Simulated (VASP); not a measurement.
# Ge (Cmmm) in VASP: settings compared

The runs below take Ge through relaxation of cell and atoms, with PBEsol+D4, PBE+D3(BJ), PBE+D4, PBEsol+D3(BJ).

Everything below comes from runs of VASP 6.6.1. Logs are shortened: lines on timing, memory, paths and dates and some standing lists are left out, and cuts for length are marked.

## 1. The cell of the first run

It takes space group Cmmm (No. 65, orthorhombic). The conventional cell has a = 2.794 Å, b = 5.201 Å, c = 2.698 Å, α = 90.00°, β = 90.00°, γ = 90.00°. Ge (site symmetry mmm) has 8 Ge at 2.70 to 2.95 Å within 3.6 Å.

## 2. Relaxation of cell and atoms, PBEsol+D4

INCAR

```
SYSTEM = Ge
PREC = Accurate
ENCUT = 600
EDIFF = 1E-6
ISMEAR = -1
SIGMA = 0.05
LREAL = .FALSE.
LASPH = .TRUE.
NELM = 100
ALGO = Normal
ISIF = 3
LWAVE = .FALSE.
LCHARG = .FALSE.
GGA = PS
IVDW = 13
IBRION = 2
NSW = 60
EDIFFG = -0.01
```

KPOINTS

```
Automatic mesh
0
G
  11 11 10
  0 0 0
```

POSCAR

```
Ge
1.0
    1.3971490000     -2.6005160000      0.0000000000
    1.3971490000      2.6005160000      0.0000000000
    0.0000000000      0.0000000000      2.6982310000
Ge
1
Direct
    0.5000000000      0.5000000000      0.0000000000
```

Potentials or basis: VASP PAW PBE potentials, release 64 (Ge_d).

Started as:

```
$ cat potpaw_PBE.64/Ge_d/POTCAR > POTCAR
$ mpirun -np 1 vasp_std > vasp.out
```

OUTCAR:

```text
SYSTEM = Ge
   PREC = Accurate
   ENCUT = 600
   EDIFF = 1E-6
   ISMEAR = -1
   LREAL = .FALSE.
   LASPH = .TRUE.
   NELM = 100
   ISIF = 3
   GGA = PS
   IVDW = 13
   IBRION = 2
   NSW = 60
   EDIFFG = -0.01

 ion  position               nearest neighbor table
   1  0.500  0.500  0.000-

  LATTYP: Found a base centered orthorhombic cell.
 ALAT       =     2.7942980000
 B/A-ratio  =     1.8613018368
 C/A-ratio  =     0.9656203454

  Lattice vectors:

 A1 = (   1.3971490000,  -2.6005160000,   0.0000000000)
 A2 = (   1.3971490000,   2.6005160000,   0.0000000000)
 A3 = (   0.0000000000,   0.0000000000,   2.6982310000)

Analysis of symmetry for initial positions (statically):
=====================================================================
 Subroutine PRICEL returns:
 Original cell was already a primitive cell.

 Routine SETGRP: Setting up the symmetry group for a
 base centered orthorhombic supercell.

 Subroutine GETGRP returns: Found  8 space group operations
 (whereof  8 operations were pure point group operations)
 out of a pool of  8 trial point group operations.

The static configuration has the point symmetry D_2h.

Analysis of symmetry for dynamics (positions and initial velocities):
=====================================================================
 Subroutine PRICEL returns:
 Original cell was already a primitive cell.

 Routine SETGRP: Setting up the symmetry group for a
 base centered orthorhombic supercell.

 Subroutine GETGRP returns: Found  8 space group operations
 (whereof  8 operations were pure point group operations)
 out of a pool of  8 trial point group operations.

The dynamic configuration has the point symmetry D_2h.

 Subroutine INISYM returns: Found  8 space group operations
 (whereof  8 operations are pure point group operations),
 and found     1 'primitive' translations

----------------------------------------------------------------------------------------

                                     Primitive cell

  volume of cell :      19.6070

  direct lattice vectors                    reciprocal lattice vectors
     1.397149000 -2.600516000  0.000000000     0.357871637 -0.192269534  0.000000000
     1.397149000  2.600516000  0.000000000     0.357871637  0.192269534  0.000000000
     0.000000000  0.000000000  2.698231000     0.000000000  0.000000000  0.370613191

  length of vectors
     2.952068562  2.952068562  2.698231000     0.406250763  0.406250763  0.370613191

  position of ions in fractional coordinates (direct lattice)
     0.500000000  0.500000000  0.000000000

  ion indices of the primitive-cell ions
   primitive index   ion index
                 1           1

----------------------------------------------------------------------------------------

 KPOINTS: Automatic mesh

Automatic generation of k-mesh.
 Grid dimensions read from file:
 generate k-points for:   11   11   10

 Generating k-lattice:

  Cartesian coordinates                     Fractional coordinates (reciprocal lattice)
     0.032533785 -0.017479049  0.000000000     0.090909091  0.000000000  0.000000000
     0.032533785  0.017479049  0.000000000     0.000000000  0.090909091  0.000000000
     0.000000000  0.000000000  0.037061319     0.000000000  0.000000000  0.100000000

  Length of vectors
     0.036931888  0.036931888  0.037061319

  Shift w.r.t. Gamma in fractional coordinates (k-lattice)
     0.000000000  0.000000000  0.000000000

 Subroutine IBZKPT returns following result:
 ===========================================

 Found    216 irreducible k-points:

 Following reciprocal coordinates:
            Coordinates               Weight
  0.000000  0.000000  0.000000      1.000000
  0.090909  0.000000  0.000000      4.000000
  0.181818 -0.000000  0.000000      4.000000
  0.272727 -0.000000  0.000000      4.000000
  0.363636 -0.000000  0.000000      4.000000
  0.454545 -0.000000  0.000000      4.000000
[... 16 lines left out ...]
 -0.272727  0.181818  0.000000      4.000000
 -0.181818  0.181818  0.000000      2.000000
 [... further k-points ...]
   k-points           NKPTS =    216   k-points in BZ     NKDIM =    216   number of bands    NBANDS=     11
   number of dos      NEDOS =    301   number of ions     NIONS =      1
   total plane-waves  NPLWV =  13824
   dimension x,y,z NGX =    24 NGY =   24 NGZ =   24
   dimension x,y,z NGXF=    48 NGYF=   48 NGZF=   48
   ions per type =               1
   NGX,Y,Z   is equivalent  to a cutoff of  13.52, 13.52, 14.79 a.u.
   NGXF,Y,Z  is equivalent  to a cutoff of  27.03, 27.03, 29.57 a.u.
 SYSTEM =  Ge
   PREC   = accura    normal or accurate (medium, high low for compatibility)
   ISTART =      0    job   : 0-new  1-cont  2-samecut
   ICHARG =      2    charge: 1-file 2-atom 10-const
   ISPIN  =      1    spin polarized calculation?
   LNONCOLLINEAR =      F non collinear calculations
   LSORBIT =      F    spin-orbit coupling
   LASPH  =      T    aspherical Exc in radial PAW
   ENCUT  =  600.0 eV  44.10 Ry    6.64 a.u.   5.90  5.90  5.39*2*pi/ulx,y,z
   NELM   =    100;   NELMIN=  2; NELMDL= -5     # of ELM steps
   EDIFF  = 0.1E-05   stopping-criterion for ELM
   LREAL  =      F    real-space projection
   EDIFFG = -.1E-01   stopping-criterion for IOM
   NSW    =     60    number of steps for IOM
   IBRION =      2    ionic relax: 0-MD 1-quasi-New 2-CG
   NFREE  =      1    steps in history (QN), initial steepest desc. (CG)
   ISIF   =      3    stress and relaxation
   ISYM   =      2    0-nonsym 1-usesym 2-fastsym
   POTIM  = 0.5000    time-step for ionic-motion
   TEBEG  =    0.0;   TEEND  =   0.0 temperature during run
   PSTRESS=    0.0 pullay stress
   NELECT =      14.0000    total number of electrons
   NUPDOWN=      -1.0000    fix difference up-down
   EMIN   =  10.00;   EMAX   =-10.00  energy-range for DOS
   EFERMI =   0.00;   METHOD = LEGACY
   ISMEAR =    -1;   SIGMA  =   0.05  broadening in eV -4-tet -1-fermi 0-gaus
   EFERMI_NEDOS =   21; number of points for ismear=-14 and -15
   IALGO  =     38    algorithm
   IMIX   =      4    mixing-type and parameters
     AMIX     =   0.40;   BMIX     =  1.00
     AMIX_MAG =   1.60;   BMIX_MAG =  1.00
  volume/ion in A,a.u.               =      19.61       132.31
  Fermi-wavevector in a.u.,A,eV,Ry     =   1.463234  2.765111 29.130796  2.141053
  Thomas-Fermi vector in A             =   2.579353
   LORBIT       =      0    0 simple, 1 ext, 2 COOP (PROOUT), +10 PAW based schemes
   GGA     = PS    functional components
   LHFCALC =     F    Hartree Fock is set to
   AEXX    =    0.0000 exact exchange contribution
   IVDW    =    13    specifies the selected vdW correction
   LEPSILON=     F    determine dielectric tensor
   LRPA    =     F    only Hartree local field effects (RPA)
 conjugate gradient relaxation of ions
 non-spin polarized calculation
  energy-cutoff  :      600.00
  volume of cell :       19.61
 maximum number of plane-waves:       671
   NGX = 11   NGY = 11   NGZ = 11

--------------------------------------- Ionic step        1  -------------------------------------------

 number of electron      14.0000008 magnetization

 Free energy of the ion-electron system (eV)
  ---------------------------------------------------
  ext. energy  EPLUGINS =         0.00000000
  ---------------------------------------------------
  free energy    TOTEN  =        -4.73252938 eV

  energy without entropy =       -4.72856328  energy(sigma->0) =       -4.73054633

------------------------ aborting loop because EDIFF is reached ----------------------------------------

  DFT-D4 for vdW energy calculation

  Edisp (eV):   -0.21290

  FORCE on cell =-STRESS in cart. coord.  units (eV):
  Direction    XX          YY          ZZ          XY          YZ          ZX
  --------------------------------------------------------------------------------------
  -------------------------------------------------------------------------------------
  Total      -0.54581    -0.92936    -0.67077     0.00000     0.00000     0.00000
  in kB     -44.60077   -75.94203   -54.81139     0.00000     0.00000     0.00000
  external pressure =      -58.45 kB  Pullay stress =        0.00 kB
[... 94 lines left out ...]
  FREE ENERGIE OF THE ION-ELECTRON SYSTEM (eV)
  ---------------------------------------------------
  free  energy   TOTEN  =        -4.9791178449 eV

  energy  without entropy=       -4.9752608096  energy(sigma->0) =       -4.97718933

[... ionic steps 4 to 7 ...]

--------------------------------------- Ionic step        8  -------------------------------------------

 number of electron      13.9999994 magnetization

------------------------ aborting loop because EDIFF is reached ----------------------------------------

  DFT-D4 for vdW energy calculation

  Edisp (eV):   -0.23177
[... 67 lines left out ...]
  energy  without entropy=       -4.9777612093  energy(sigma->0) =       -4.97986721

--------------------------------------- Ionic step       10  -------------------------------------------

 number of electron      13.9999994 magnetization

 Free energy of the ion-electron system (eV)
  ---------------------------------------------------
  ext. energy  EPLUGINS =         0.00000000
  ---------------------------------------------------
  free energy    TOTEN  =        -4.75018200 eV

  energy without entropy =       -4.74599011  energy(sigma->0) =       -4.74808606

 E-fermi :   7.0679     XC(G=0): -11.6311

 val. band max:        7.0657188361   @ k =   0.4545   0.1818   0.4000
 cond. band min:       7.0709638297   @ k =   0.4545   0.1818   0.1000
 fundamental gap:      0.0052449936
 Fermi energy:         7.0678817910

 k-point     1 :       0.0000    0.0000    0.0000
  band No.  band energies     occupation
      1     -17.6911      2.00000
      2     -17.6044      2.00000
      3     -17.5881      2.00000
      4     -17.4204      2.00000
      5     -17.4155      2.00000
      6      -6.5795      2.00000
      7      13.7436      0.00000
      8      15.7837      0.00000
      9      16.1425      0.00000
     10      17.3286      0.00000
     11      21.3892      0.00000
[... 309 lines left out ...]
 k-point    24 :      -0.1818    0.1818    0.0000
  band No.  band energies     occupation
      1     -17.6734      2.00000
      2     -17.6068      2.00000
      3     -17.5458      2.00000
      4     -17.4392      2.00000
      5     -17.4198      2.00000
      6      -5.7569      2.00000
      7      10.3136      0.00000
      8      14.2186      0.00000
      9      14.5452      0.00000
     10      17.6364      0.00000
     11      19.2389      0.00000

 [... further k-points ...]

------------------------ aborting loop because EDIFF is reached ----------------------------------------

  DFT-D4 for vdW energy calculation

  Edisp (eV):   -0.23180

  FORCE on cell =-STRESS in cart. coord.  units (eV):
  Direction    XX          YY          ZZ          XY          YZ          ZX
  --------------------------------------------------------------------------------------
  -------------------------------------------------------------------------------------
  Total       0.00163     0.00305     0.00472     0.00000     0.00000     0.00000
  in kB       0.14563     0.27209     0.42143     0.00000     0.00000     0.00000
  external pressure =        0.28 kB  Pullay stress =        0.00 kB
[... 16 lines left out ...]
  FREE ENERGIE OF THE ION-ELECTRON SYSTEM (eV)
  ---------------------------------------------------
  free  energy   TOTEN  =        -4.9819792103 eV

  energy  without entropy=       -4.9777873253  energy(sigma->0) =       -4.97988327

 reached required accuracy - stopping structural energy minimisation
```

It took 2 min on 1 thread of AMD EPYC 9R45 (Zen 5), shared host; peak memory 0.16 GiB.

Results:

```
Free energy                            : -4.9820 eV
Relaxed volume                         : 17.96 Å³/atom
Relaxed cell                           : a = 2.810 Å, b = 2.810 Å, c = 2.649 Å, α = 90.00°, β = 90.00°, γ = 120.86°
Space group after relaxing (to 0.05 Å) : Cmmm (No. 65)
Energy gained by relaxing              : 36.5 meV/atom
Ionic steps                            : 10
Pressure after relaxing                : 0.0 GPa
Band gap on the k mesh                 : zero (band 7 reaches 13.95 eV, above the bottom of band 8 at 4.46 eV)
Dispersion energy per atom             : -0.232 eV
```

The path:
| step | energy change (eV) | largest force (eV/Å) | pressure (GPa) | volume (Å³) |
| --- | --- | --- | --- | --- |
| 1 | 0.0000 | 0.0000 | -5.85 | 19.61 |
| 2 | -0.0325 | 0.0000 | 1.60 | 17.64 |
| 3 | -0.0337 | 0.0000 | 0.27 | 17.94 |
| 4 | -0.0357 | 0.0000 | 0.09 | 17.95 |
| 5 | -0.0363 | 0.0000 | 0.02 | 17.95 |
| 6 | -0.0365 | 0.0000 | -0.03 | 17.96 |
| 7 | -0.0365 | 0.0000 | 0.00 | 17.96 |
| 8 | -0.0365 | 0.0000 | -0.01 | 17.96 |
| 9 | -0.0365 | 0.0000 | -0.01 | 17.96 |
| 10 | -0.0365 | 0.0000 | 0.03 | 17.96 |

Final structure:
```
Ge
1.0
     1.38699   -2.44434    0.00000
     1.38699    2.44434    0.00000
     0.00000    0.00000    2.64866
Ge
1
Direct
  0.50000 0.50000 0.00000
```

Caveat: the PAW data sets were made with another functional, which shifts forces and pressure a little; pairwise dispersion overbinds metals, which lowers pressure and volume.

## 3. Relaxation of cell and atoms, PBE+D3(BJ)

Changes to INCAR since step 2:

```diff
@@ -8,3 +8,3 @@
 LASPH = .TRUE.
-NELM = 100
+NELM = 80
 ALGO = Normal
@@ -13,4 +13,4 @@
 LCHARG = .FALSE.
-GGA = PS
-IVDW = 13
+GGA = PE
+IVDW = 12
 IBRION = 2
```

KPOINTS

```
regular mesh
0
G
  11 11 10
  0 0 0
```

POSCAR is that of step 2.

Potentials or basis: VASP PAW PBE potentials, release 64 (Ge_d).

Started as:

```
$ cat potpaw_PBE.64/Ge_d/POTCAR > POTCAR
$ mpirun -np 1 vasp_std > vasp.out
```

It took 6.5 min on 1 thread of Intel Xeon 8259CL, shared host; peak memory 0.2 GiB.

It converged, with:

* Free energy: -4.6248 eV
* Relaxed volume: 18.59 Å³/atom
* Relaxed cell: a = 2.841 Å, b = 2.841 Å, c = 2.680 Å, α = 90.00°, β = 90.00°, γ = 120.74°
* Space group after relaxing (to 0.05 Å): Cmmm (No. 65)
* Energy gained by relaxing: 16.4 meV/atom
* Ionic steps: 24
* Pressure after relaxing: 0.0 GPa
* Band gap on the k mesh: zero (band 7 reaches 13.52 eV, above the bottom of band 8 at 4.36 eV)
* Dispersion energy per atom: -0.358 eV

Step by step:
| step | energy change (eV) | largest force (eV/Å) | pressure (GPa) | volume (Å³) |
| --- | --- | --- | --- | --- |
| 1 | 0.0000 | 0.0000 | -3.51 | 19.61 |
| 2 | -0.0138 | 0.0000 | 0.75 | 18.41 |
| 3 | -0.0139 | 0.0000 | 0.31 | 18.51 |
| 4 | -0.0139 | 0.0000 | 0.55 | 18.49 |
| 5 | -0.0156 | 0.0000 | 0.22 | 18.52 |
| 6 | -0.0161 | 0.0000 | 0.33 | 18.54 |
| 7 | -0.0162 | 0.0000 | -0.03 | 18.57 |
| 8 | -0.0163 | 0.0000 | 0.00 | 18.55 |
| 9 | -0.0163 | 0.0000 | 0.14 | 18.56 |
| 10 | -0.0163 | 0.0000 | -0.18 | 18.62 |
| 11 | -0.0164 | 0.0000 | -0.11 | 18.60 |
| 12 | -0.0164 | 0.0000 | 0.15 | 18.57 |
| 13 | -0.0164 | 0.0000 | -0.05 | 18.58 |
| 14 | -0.0164 | 0.0000 | 0.01 | 18.58 |
| 15 | -0.0164 | 0.0000 | 0.06 | 18.58 |
| 16 | -0.0164 | 0.0000 | -0.12 | 18.58 |
| 17 | -0.0164 | 0.0000 | -0.04 | 18.58 |
| 18 | -0.0164 | 0.0000 | 0.04 | 18.58 |
| 19 | -0.0164 | 0.0000 | -0.08 | 18.59 |
| 20 | -0.0164 | 0.0000 | -0.04 | 18.59 |
| 21 | -0.0164 | 0.0000 | 0.01 | 18.59 |
| 22 | -0.0164 | 0.0000 | -0.20 | 18.59 |
| 23 | -0.0164 | 0.0000 | -0.10 | 18.59 |
| 24 | -0.0164 | 0.0000 | 0.00 | 18.59 |

Final structure:
```yaml
crystal:
  lattice:
    - [1.40443, -2.46948, 0.00000]
    - [1.40443, 2.46948, 0.00000]
    - [0.00000, 0.00000, 2.68024]
  atoms:
    - { symbol: Ge, position: [0.50000, 0.50000, 0.00000] }
```

Levels at points of the mesh, in eV from the Fermi level:
```tsv
k point	band 5	band 6	band 7	band 8	band 9	band 10
(0.00, 0.00, 0.00)	-24.56	-13.34	6.50	8.46	8.76	10.09
(0.00, 0.00, 0.50)	-24.60	-9.51	-6.05	11.37	11.67	17.05
```

Caveat: pairwise dispersion overbinds metals, which lowers pressure and volume.

[end of part 1 of 2]
